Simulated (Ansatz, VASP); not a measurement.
# H2ClF in VASP and in Ansatz

```
F H Cl
1.0
     6.12248    0.00000    0.00000
     0.00000    6.12248    0.00000
     0.00000    0.00000    6.12248
F H Cl
3 6 3
Direct
  0.64704 0.07987 0.16588
  0.95377 0.16555 0.84443
  0.49714 0.73095 0.32117
  0.59862 0.19612 0.07416
  0.96118 0.01794 0.88477
  0.50586 0.87855 0.27758
  0.88253 0.77070 0.20548
  0.46422 0.55890 0.08009
  0.10337 0.25510 0.15246
  0.00701 0.71278 0.04607
  0.48456 0.44837 0.89835
  0.17783 0.23945 0.34966
```

Alike in both runs: functional r2SCAN; dispersion D3(BJ); k mesh 1 × 1 × 1; occupations fermi-dirac, width 0.05 eV; no spin polarisation.

Ansatz relaxed the structure, and its values are those at the end. VASP's run is a single point on that final structure, the one shown.

```csv
,VASP,Ansatz
version,VASP 6.6.1,Ansatz 0.2.0
potentials or method,"VASP PAW PBE potentials, release 64 (F_h, H_h, Cl), cutoff 1110 eV","scalar-relativistic, plane waves, PAW"
valence electrons in the cell,48,48
```

|  | VASP | Ansatz | Ansatz less VASP |
| --- | --- | --- | --- |
| gap on the k mesh at the Fermi level (eV) | 6.34 | 6.33 | -0.015 |
| rms of the force components (eV/Å) | 0.090 | 0.052 | -0.0380 |

VASP's potentials were made for PBE, not for r2SCAN. Ansatz's warnings: dispersion damping borrowed, xc potential rough in thin density.
